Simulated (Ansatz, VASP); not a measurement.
**NaC8 in VASP and in Ansatz**

INCAR

```
SYSTEM = NaC8
PREC = Accurate ; ENCUT = 970
EDIFF = 1E-6 ; ISMEAR = 0
SIGMA = 0.2 ; LREAL = .FALSE.
LASPH = .TRUE. ; NELM = 120
ALGO = Normal ; ISIF = 2
LWAVE = .FALSE. ; LCHARG = .FALSE.
GGA = PE ; IVDW = 12
NBANDS = 30 ; GGA_COMPAT = .FALSE.
```

KPOINTS

```
Automatic mesh
0
G
  6 6 6
  0 0 0
```

File POSCAR:

```
NaC8
1.0
    0.0000000000      0.0000000000      4.4859972348
    4.9759645509      0.0000000000      0.0000000000
   -2.4879822755      4.3093117094      0.0000000000
Na C
1 8
Direct
    0.5000000000      0.0000000000      0.0000000000
    0.0000000000      0.3346974444      0.1673487222
    0.0000000000      0.3333333333      0.6666666667
    0.0000000000      0.8326512778      0.1673487222
    0.0000000000      0.8326512778      0.6653025556
    0.0000000000      0.1673487222      0.3346974444
    0.0000000000      0.1673487222      0.8326512778
    0.0000000000      0.6666666667      0.3333333333
    0.0000000000      0.6653025556      0.8326512778
```

Input for Ansatz:

```yaml
crystal:
  lattice:
    - [0.0, 0.0, 4.4859972348]
    - [4.9759645509, 0.0, 0.0]
    - [-2.4879822755, 4.3093117094, 0.0]
  atoms:
    - { symbol: Na, position: [0.5, 0.0, 0.0] }
    - { symbol: C, position: [0.0, 0.3346974444, 0.1673487222] }
    - { symbol: C, position: [0.0, 0.3333333333, 0.6666666667] }
    - { symbol: C, position: [0.0, 0.8326512778, 0.1673487222] }
    - { symbol: C, position: [0.0, 0.8326512778, 0.6653025556] }
    - { symbol: C, position: [0.0, 0.1673487222, 0.3346974444] }
    - { symbol: C, position: [0.0, 0.1673487222, 0.8326512778] }
    - { symbol: C, position: [0.0, 0.6666666667, 0.3333333333] }
    - { symbol: C, position: [0.0, 0.6653025556, 0.8326512778] }
basis:
  ecutwfc: 420
kpoints:
  mp_grid: { grid: [6, 6, 6] }
hamiltonian:
  xc: pbe
  dispersion: d3bj
scf:
  occupations: { method: gaussian, width: 0.2 }
  lower_state_search: "off"
output:
  forces: true
  stress: true
  eigenvalues: true
```

Alike in both runs: task single point; functional PBE; dispersion D3(BJ); k mesh 6 × 6 × 6; occupations gaussian, width 0.2 eV; no spin polarisation.

```csv
,VASP,Ansatz
version,VASP 6.6.1,Ansatz 0.2.0
potentials or method,"VASP PAW PBE potentials, release 64 (Na_sv, C), cutoff 970 eV","scalar-relativistic, plane waves, PAW"
valence electrons in the cell,41,41
```

Ansatz gave:

| Property | Result |
| --- | --- |
| gap on the k mesh at the Fermi level (eV) | none |
| pressure (GPa) | 0.2 |
| rms of the force components (eV/Å) | 0.005 |

Problem. What did VASP give for the same quantities?

Solution. gap on the k mesh at the Fermi level (eV): none; pressure (GPa): 0.0; rms of the force components (eV/Å): 0.004.

Atom by atom the forces differ by 0.001 eV/Å (rms over components). A gap of «none» marks a metal or a gap that the smearing closes.
